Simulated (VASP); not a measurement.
Set up this calculation in VASP 6.6.1, as the native input.

```yaml
Task: single point
Functional: PBE
Potentials_or_basis: VASP PAW PBE potentials, release 64 (Sr_sv)
Cutoff: 520 eV
k_mesh: 8 × 8 × 8
Occupations: fermi-dirac, width 0.05 eV
Spin: non-collinear spin, typed start, spin-orbit coupling
Starting_moments: "[[0.354, 0.354, 0.0]] μB"
Dipole_correction: no
Further_INCAR_settings: ALGO = Fast; EDIFF = 1e-06; NBANDS = 21
```

The structure of Sr lies in POSCAR:

```
Sr
1.0
    0.0000000000      3.0423500000      3.0423500000
    3.0423500000      0.0000000000      3.0423500000
    3.0423500000      3.0423500000      0.0000000000
Sr
1
Direct
    0.0000000000      0.0000000000      0.0000000000
```

One way to write it, as run:

INCAR

```
SYSTEM = Sr
PREC = Accurate
ENCUT = 520
EDIFF = 1E-6
ISMEAR = -1
SIGMA = 0.05
LREAL = .FALSE.
LASPH = .TRUE.
NELM = 150
ALGO = Fast
ISIF = 2
LWAVE = .FALSE.
LCHARG = .FALSE.
MAGMOM = 0.354 0.354 0
LORBIT = 11
LSORBIT = .TRUE.
GGA_COMPAT = .FALSE.
LORBMOM = .TRUE.
GGA = PE
NBANDS = 21
```

KPOINTS

```
Automatic mesh
0
G
  8 8 8
  0 0 0
```

Potentials or basis: VASP PAW PBE potentials, release 64 (Sr_sv).

The run is started by

```sh
$ cat potpaw_PBE.64/Sr_sv/POTCAR > POTCAR
$ mpirun -np 1 vasp_ncl > vasp.out
```

It gave:

```yaml
Pressure: -0.3 GPa
Net_moment: 0.00 μB per cell
Valence_electrons_inside_the_program's_atomic_spheres: Sr 7.92
```

It took 11 min on 1 thread of Intel Xeon 8259CL, with other jobs on the host, peak memory 0.47 GiB.
